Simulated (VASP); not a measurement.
Write the native input for VASP 6.6.1 that does the following.

| Property | Result |
| --- | --- |
| Task | single point |
| Functional | PBE |
| Potentials or basis | VASP PAW PBE potentials, release 64 (Na_pv, H) |
| Cutoff | 520 eV |
| k mesh | 6 × 6 × 6 |
| Occupations | gaussian, width 0.01 eV |
| Spin | no spin polarisation |
| Dipole correction | no |
| Further INCAR settings | ALGO = Normal; EDIFF = 1e-06; NBANDS = 11 |

The structure of NaH lies in POSCAR:

```
NaH
1.0
    0.0000000000      2.3975116422      2.3975116422
    2.3975116422      0.0000000000      2.3975116422
    2.3975116422      2.3975116422      0.0000000000
Na H
1 1
Direct
    0.0000000000      0.0000000000      0.0000000000
    0.5000000000      0.5000000000      0.5000000000
```

The input as run:

INCAR

```
ALGO = Normal ; EDIFF = 1E-6
ENCUT = 520 ; GGA = PE
ISIF = 2 ; ISMEAR = 0
LASPH = T ; LCHARG = F
LREAL = F ; LWAVE = F
NBANDS = 11 ; NELM = 100
PREC = Accurate ; SIGMA = 0.01
```

KPOINTS

```
k-points
0
Gamma
  6 6 6
```

Potentials or basis: VASP PAW PBE potentials, release 64 (Na_pv, H).

Command:

```console
$ cat potpaw_PBE.64/Na_pv/POTCAR potpaw_PBE.64/H/POTCAR > POTCAR
$ mpirun -np 1 vasp_std > vasp.out
```

Results of the run:

The pressure is 0.5 GPa and the band gap on the k mesh is 3.85 eV, indirect (least direct gap 4.67 eV).

It used 7.2 s of CPU time on 1 thread of AMD EPYC 7R13 Processor (Zen 3) (shared host).
